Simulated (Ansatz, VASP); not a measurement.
Pd: VASP beside Ansatz

The input INCAR:

```
SYSTEM = Pd
  ALGO = Normal
  EDIFF = 1E-6
  ENCUT = 520
  GGA = PE
  ISIF = 2
  ISMEAR = 0
  LASPH = .TRUE.
  LCHARG = .TRUE.
  LELF = .TRUE.
  LREAL = .FALSE.
  LVHAR = .TRUE.
  LWAVE = .FALSE.
  NBANDS = 11
  NELM = 80
  PREC = Accurate
  SIGMA = 0.026000000000000002
```

The input KPOINTS:

```
k-points
0
G
  12 12 12
  0 0 0
```

The input POSCAR:

```
Pd
1.0
    0.0000000000      1.9465000000      1.9465000000
    1.9465000000      0.0000000000      1.9465000000
    1.9465000000      1.9465000000      0.0000000000
Pd
1
Direct
    0.0000000000      0.0000000000      0.0000000000
```

Contents of input.yaml:

```yaml
crystal:
  lattice:
    - [0.0, 1.9465, 1.9465]
    - [1.9465, 0.0, 1.9465]
    - [1.9465, 1.9465, 0.0]
  atoms:
    - { symbol: Pd, position: [0.0, 0.0, 0.0] }
kpoints:
  mp_grid: { grid: [12, 12, 12] }
scf:
  occupations: { method: gaussian, width: 0.026 }
hamiltonian:
  xc: pbe
  pseudopotentials: { kind: all_electron, lapw: { basis_error: 0.001 } }
output:
  forces: true
  stress: true
  eigenvalues: true
```

Alike in both runs: task single point; functional PBE; k mesh 12 × 12 × 12; occupations gaussian, width 0.026 eV; no spin polarisation.

|  | VASP | Ansatz |
| --- | --- | --- |
| version | VASP 6.6.1 | Ansatz 0.2.0 |
| potentials or method | VASP PAW PBE potentials, release 64 (Pd), cutoff 520 eV | all-electron LAPW, scalar-relativistic |

Ansatz gave:

```
gap on the k mesh at the Fermi level (eV) : none
pressure (GPa)                            : 6.8
```

Question: Estimate VASP's values.

Answer: gap on the k mesh at the Fermi level (eV): none; pressure (GPa): 6.6.

A gap of «none» marks a metal or a gap that the smearing closes. Ansatz ran all-electron here, and VASP with PAW potentials.
